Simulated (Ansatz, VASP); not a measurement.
**CdF2: VASP beside Ansatz**

```
Cd F
1.0
     0.00000    2.64884    2.64884
     2.64884    0.00000    2.64884
     2.64884    2.64884    0.00000
Cd F
1 2
Direct
  0.00000 0.00000 0.00000
  0.25000 0.25000 0.25000
  0.75000 0.75000 0.75000
```

Alike in both runs: task single point; functional LDA; k mesh 8 × 8 × 8; occupations gaussian, width 0.02 eV; no spin polarisation.

```csv
,VASP,Ansatz
version,VASP 6.6.1,Ansatz 0.2.0
potentials or method,"VASP PAW LDA potentials, release 64 (Cd, F), cutoff 520 eV","scalar-relativistic, plane waves, PAW"
valence electrons in the cell,26,34
```

Ansatz gave:

- gap on the k mesh at the Fermi level (eV): 2.99
- least direct gap on the mesh (eV): 3.40
- pressure (GPa): 0.0

**Question.** Which values does VASP return?

**Answer.** gap on the k mesh at the Fermi level (eV): 2.97; least direct gap on the mesh (eV): 3.39; pressure (GPa): 1.3.

LDA's correlation is that of Perdew and Zunger in VASP and of Perdew and Wang (1992) in Ansatz. VASP's potentials hold 26 valence electrons a cell and Ansatz's 34, so a difference there can come from the potentials and not from the codes.
